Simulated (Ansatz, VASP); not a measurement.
# One calculation of SnO, two programs

The input INCAR:

```
SYSTEM = SnO
  ALGO = Normal
  EDIFF = 1E-6
  ENCUT = 520
  GGA = PE
  ISIF = 2
  ISMEAR = 0
  LASPH = .True.
  LCHARG = .False.
  LREAL = .False.
  LWAVE = .False.
  NBANDS = 28
  NELM = 80
  PREC = Accurate
  SIGMA = 0.02
```

Contents of KPOINTS:

```
k-points
0
Gamma
  8 6 6
  0 0 0
```

Contents of POSCAR:

```
SnO
1.0
    3.2826039921      0.0000000000      0.0000000000
    0.0000000000      5.6401728581      0.0000000000
    0.0000000000      0.0000000000      4.1916984751
Sn O
2 2
Direct
    0.0000000000      0.1755313837      0.5372007819
    0.5000000000      0.8244686163      0.0372007819
    0.0000000000      0.8992044255      0.7128002181
    0.5000000000      0.1007955745      0.2128002181
```

Input for Ansatz:

```yaml
crystal:
  lattice:
    - [3.2826039921, 0.0, 0.0]
    - [0.0, 5.6401728581, 0.0]
    - [0.0, 0.0, 4.1916984751]
  atoms:
    - { symbol: Sn, position: [0.0, 0.1755313837, 0.5372007819] }
    - { symbol: Sn, position: [0.5, 0.8244686163, 0.0372007819] }
    - { symbol: O, position: [0.0, 0.8992044255, 0.7128002181] }
    - { symbol: O, position: [0.5, 0.1007955745, 0.2128002181] }
basis:
  ecutwfc: 420
kpoints:
  mp_grid: { grid: [8, 6, 6] }
hamiltonian:
  xc: pbe
scf:
  occupations: { method: gaussian, width: 0.02 }
output:
  forces: true
  stress: true
  eigenvalues: true
```

Alike in both runs: task single point; functional PBE; k mesh 8 × 6 × 6; occupations gaussian, width 0.02 eV; no spin polarisation.

|  | VASP | Ansatz |
| --- | --- | --- |
| version | VASP 6.6.1 | Ansatz 0.2.0 |
| potentials or method | VASP PAW PBE potentials, release 64 (Sn_d, O), cutoff 520 eV | scalar-relativistic, plane waves, PAW |
| valence electrons in the cell | 40 | 40 |

|  | VASP | Ansatz | Ansatz less VASP |
| --- | --- | --- | --- |
| gap on the k mesh at the Fermi level (eV) | 1.50 | 1.52 | +0.020 |
| least direct gap on the mesh (eV) | 1.84 | 1.87 | +0.023 |
| pressure (GPa) | 35.6 | 36.2 | +0.66 |
| traceless stress, the component that is largest in VASP (GPa) | 33.33 | 34.54 | +1.218 |
| rms of the force components (eV/Å) | 6.338 | 6.517 | +0.1788 |

Atom by atom the forces differ by 0.191 eV/Å (rms over components). Both programs put the cell under a high pressure, so it lies far from rest at this level. The functional is the same, so the differences come from potentials, cutoffs and numerics.
